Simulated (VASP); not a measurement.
A run of VASP 6.6.1 is set up as follows.

The input INCAR:

```
SYSTEM = SnO2
PREC     = Accurate       ! precision mode
ENCUT    = 520            ! plane-wave cutoff, eV
EDIFF    = 1E-6           ! SCF threshold, eV
ISMEAR   = 0              ! smearing method
SIGMA    = 0.05           ! smearing width, eV
LREAL    = Auto         
LASPH    = .True.         ! aspherical terms in the spheres
NELM     = 80             ! most SCF steps
ALGO     = Normal         ! electronic algorithm
ISIF     = 2              ! what is computed and relaxed
LWAVE    = .False.        ! write WAVECAR
LCHARG   = .False.        ! write CHGCAR
LDIPOL   = .True.       
IDIPOL   = 3            
DIPOL    = 0.5 0.5 0.500
NBANDS   = 122            ! bands
KPAR     = 4
```

KPOINTS

```
Automatic mesh
0
Gamma
  8 4 1
  0 0 0
```

POSCAR

```
SnO2
1.0
    3.1904916916      0.0000000000      0.0000000000
    0.0000000000      6.6783098408      0.0000000000
    0.0000000000      0.0000000000     27.6077324965
O Sn
16 8
Direct
    0.0000000000      0.0000000000      0.2679341260
    0.5000000000      0.3142446461      0.3139009526
    0.5000000000      0.6857553539      0.3139009526
    0.0000000000      0.0000000000      0.3620488830
    0.0000000000      0.5000000000      0.3960387963
    0.5000000000      0.8043623194      0.4388365461
    0.5000000000      0.1956376806      0.4388365461
    0.0000000000      0.5000000000      0.4899837081
    0.0000000000      0.0000000000      0.5100163016
    0.5000000000      0.3043622862      0.5611634700
    0.5000000000      0.6956377138      0.5611634700
    0.0000000000      0.0000000000      0.6039612102
    0.0000000000      0.5000000000      0.6379510655
    0.5000000000      0.8142445074      0.6860990014
    0.5000000000      0.1857554926      0.6860990014
    0.0000000000      0.5000000000      0.7320659129
    0.0000000000      0.5000000000      0.3243604057
    0.5000000000      0.0000000000      0.3099605336
    0.0000000000      0.0000000000      0.4348715088
    0.5000000000      0.5000000000      0.4443296507
    0.0000000000      0.5000000000      0.5651284616
    0.5000000000      0.0000000000      0.5556703793
    0.0000000000      0.0000000000      0.6756396228
    0.5000000000      0.5000000000      0.6900394938
```

Potentials or basis: VASP PAW LDA potentials, release 64 (O, Sn_d).

The run is started by

```sh
$ cat potpaw_LDA.64/O/POTCAR potpaw_LDA.64/Sn_d/POTCAR > POTCAR
$ mpirun -np 4 vasp_std > vasp.out
```

Task: Predict the band gap on the k mesh.

Result: 0.98 eV (least direct gap 1.04 eV).

Task: Predict the largest force.

Result: 0.097 eV/Å.

Forces in eV/Å, atoms in the order of the input:
```
O    0.000  0.000 -0.097
O    0.000 -0.041 -0.014
O    0.000  0.041 -0.014
O    0.000  0.000 -0.024
O    0.000  0.000  0.017
O    0.000 -0.005  0.002
O    0.000  0.005  0.002
O    0.000  0.000  0.051
O    0.000  0.000 -0.051
O    0.000 -0.005 -0.002
O    0.000  0.005 -0.002
O    0.000  0.000 -0.017
O    0.000  0.000  0.024
O    0.000 -0.041  0.014
O    0.000  0.041  0.014
O    0.000  0.000  0.097
Sn   0.000  0.000 -0.054
Sn   0.000  0.000  0.005
Sn   0.000  0.000  0.041
Sn   0.000  0.000 -0.016
Sn   0.000  0.000 -0.041
Sn   0.000  0.000  0.016
Sn   0.000  0.000  0.054
Sn   0.000  0.000 -0.005
```

Caveat: spin-orbit coupling is left out, which moves the levels of the heavy elements.
